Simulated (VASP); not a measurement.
Here is a VASP 6.6.1 calculation.

Contents of INCAR:

```
ALGO = Normal
EDIFF = 1E-8
ENCUT = 400
GGA = CA
GGA_COMPAT = False
ISIF = 2
ISMEAR = -1
LASPH = True
LCHARG = False
LEFG = True
LREAL = False
LWAVE = False
NBANDS = 17
NELM = 120
PREC = Accurate
SIGMA = 0.01
```

File KPOINTS:

```
k-points
0
Gamma
  7 7 7
```

Contents of POSCAR:

```
PbS
1.0
    0.0000000000      2.9946500000      2.9650000000
    2.9946500000      0.0000000000      2.9650000000
    2.9946500000      2.9946500000      0.0000000000
Pb S
1 1
Direct
    0.0000000000      0.0000000000      0.0000000000
    0.5000000000      0.5000000000      0.5000000000
```

Potentials or basis: VASP PAW LDA potentials, release 64 (Pb_d, S).

The run is started by

```bash
$ cat potpaw_LDA.64/Pb_d/POTCAR potpaw_LDA.64/S/POTCAR > POTCAR
$ mpirun -np 1 vasp_std > vasp.out
```

(1) What does it give for the band gap on the k mesh?

(2) What does it give for the pressure?

Answers

(1) 0.89 eV.

(2) -3.6 GPa.

Caveat: the cell differs from its parent crystal (equal xx and yy strain of +1 %); the cell stands under tension; without QUAD_EFG the Cq values of the log hold for a quadrupole moment of 1 mb, not for the nuclei; spin-orbit coupling is left out, which moves the levels of the heavy elements.
